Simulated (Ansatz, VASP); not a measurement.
One calculation of Cd2S, two programs

File INCAR:

```
SYSTEM = Cd2S
PREC     = Accurate       ! precision mode
ENCUT    = 520            ! plane-wave cutoff, eV
EDIFF    = 1E-6           ! SCF threshold, eV
ISMEAR   = -1             ! smearing method
SIGMA    = 0.05           ! smearing width, eV
LREAL    = .FALSE.        ! projectors in reciprocal space
LASPH    = .TRUE.         ! aspherical terms in the spheres
NELM     = 80             ! most SCF steps
ALGO     = Normal         ! electronic algorithm
ISIF     = 2              ! what is computed and relaxed
LWAVE    = .FALSE.        ! write WAVECAR
LCHARG   = .FALSE.        ! write CHGCAR
GGA      = PS             ! functional
NBANDS   = 22             ! bands
```

KPOINTS

```
Automatic mesh
0
G
  7 7 4
  0 0 0
```

The input POSCAR:

```
Cd2S
1.0
    3.9626700490      0.0000000000      0.0000000000
   -1.9813350245      3.4317729293      0.0000000000
    0.0000000000      0.0000000000      5.8091920000
Cd S
2 1
Direct
    0.3333333333      0.6666666667      0.9327170000
    0.6666666667      0.3333333333      0.5787350000
    0.3333333333      0.6666666667      0.3657050000
```

input.yaml

```yaml
crystal:
  lattice:
    - [3.962670049, 0.0, 0.0]
    - [-1.9813350245, 3.4317729293, 0.0]
    - [0.0, 0.0, 5.809192]
  atoms:
    - { symbol: Cd, position: [0.3333333333, 0.6666666667, 0.932717] }
    - { symbol: Cd, position: [0.6666666667, 0.3333333333, 0.578735] }
    - { symbol: S, position: [0.3333333333, 0.6666666667, 0.365705] }
hamiltonian:
  xc: pbesol
  pseudopotentials: { kind: paw }
kpoints:
  mp_grid: { grid: [7, 7, 4] }
scf:
  occupations: { method: fermi_dirac, width: 0.05 }
output:
  forces: true
  stress: true
  eigenvalues: true
  write_density: true
  write_potential: true
  elf: true
  volumetric_format: npy
```

Alike in both runs: task single point; functional PBEsol; k mesh 7 × 7 × 4; occupations fermi-dirac, width 0.05 eV; no spin polarisation.

```csv
,VASP,Ansatz
version,VASP 6.6.1,Ansatz 0.2.0
potentials or method,"VASP PAW PBE potentials, release 64 (Cd, S)",Ansatz PAW
plane-wave cutoff (eV),520,420
valence electrons in the cell,30,46
```

Ansatz gave:

| Property | Result |
| --- | --- |
| gap on the k mesh at the Fermi level (eV) | 0.51 |
| least direct gap on the mesh (eV) | 0.82 |
| pressure (GPa) | -3.1 |
| traceless stress, the component that is largest in VASP (GPa) | -0.55 |
| rms of the force components (eV/Å) | 0.054 |

Question: Which values does VASP return?

Answer: gap on the k mesh at the Fermi level (eV): 0.50; least direct gap on the mesh (eV): 0.82; pressure (GPa): -2.9; traceless stress, the component that is largest in VASP (GPa): -0.46; rms of the force components (eV/Å): 0.045.

VASP's potentials were made for PBE, not for PBEsol. Atom by atom the forces differ by 0.012 eV/Å (rms over components). With one functional, cell and mesh, what is left measures potentials, basis and numerics. VASP's potentials hold 30 valence electrons a cell and Ansatz's 46, so a difference there can come from the potentials and not from the codes.

Noted on Ansatz's run: odd divisions of the mesh miss points on the zone boundary, where band edges often lie, so the gap on the mesh can be too wide.
